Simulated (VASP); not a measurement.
Zn5S3O2: single point with PBE

Crystal: Zn5S3O2.

```xyz
10
Lattice="-0.0061 -3.6606 0.0007 3.6613 0.0061 0.0011 -1.8232 1.8236 12.4137" Properties=species:S:1:pos:R:3 pbc="T T T"
Zn    1.8290   -1.8283    4.7932
Zn    0.0010   -0.0005    2.8482
Zn    1.8274   -1.8264    0.0006
Zn    1.8293   -1.8318    9.5669
Zn    0.0030   -0.0036    7.6228
S     1.8315    0.0040    1.4268
S     1.8348   -0.0006   10.9886
S     1.8335    0.0019    6.2081
O    -0.0001   -1.8334    8.5990
O    -0.0013   -1.8307    3.8165
```

| Item | Value |
| --- | --- |
| Program | VASP 6.6.1 |
| Task | single point |
| Functional | PBE |
| Potentials or basis | VASP PAW PBE potentials, release 64 (Zn, S, O) |
| Cutoff | 520 eV |
| k mesh | 4 × 4 × 4 |
| Occupations | gaussian, width 0.1 eV |
| Spin | no spin polarisation |
| Dipole correction | no |
| Further INCAR settings | ALGO = Normal; EDIFF = 1e-06; NBANDS = 56 |

| Quantity | Value |
| --- | --- |
| Pressure | 0.4 GPa |
| Largest force | 0.039 eV/Å |
| Band gap on the k mesh | 0.85 eV, direct |

Forces on the atoms (eV/Å):
```
Zn  -0.001  0.000  0.018
Zn   0.000 -0.001 -0.038
Zn  -0.002  0.000  0.000
Zn   0.004  0.006  0.039
Zn  -0.002 -0.001 -0.022
S    0.002 -0.002 -0.005
S    0.002 -0.002  0.006
S    0.002  0.000  0.001
O   -0.003  0.000 -0.022
O   -0.001  0.000  0.021
```

Stress tensor (GPa, compression positive):
```
 0.35 -0.08 -0.03
-0.08  0.37  0.02
-0.03  0.02  0.33
```

Levels at points of the mesh, in eV from the valence-band top:
```tsv
k point	band 43	band 44	band 45	band 46	band 47	band 48
(0.00, 0.00, 0.00)	-0.22	-0.01	0.00	0.85	3.18	4.23
(0.50, 0.00, 0.00)	-0.47	-0.43	-0.37	2.69	3.56	4.49
(0.00, 0.50, 0.00)	-0.47	-0.43	-0.37	2.69	3.56	4.49
(0.50, 0.50, 0.00)	-2.19	-2.06	-2.00	3.68	4.18	4.49
(0.00, 0.00, 0.50)	-0.31	-0.09	-0.08	1.75	2.24	4.31
(0.50, 0.00, 0.50)	-0.47	-0.43	-0.37	2.69	3.56	4.49
(0.00, 0.50, 0.50)	-0.47	-0.43	-0.37	2.69	3.57	4.49
(0.50, 0.50, 0.50)	-2.18	-2.07	-2.01	3.67	4.20	4.51
```

It took 7.6 min on 1 thread of AMD EPYC 7R43 64-Core Processor (Zen 3), on a shared host, peak memory 0.37 GiB.

Caveat: the k points lie up to 0.43 Å⁻¹ apart. A k mesh can miss the band edges.
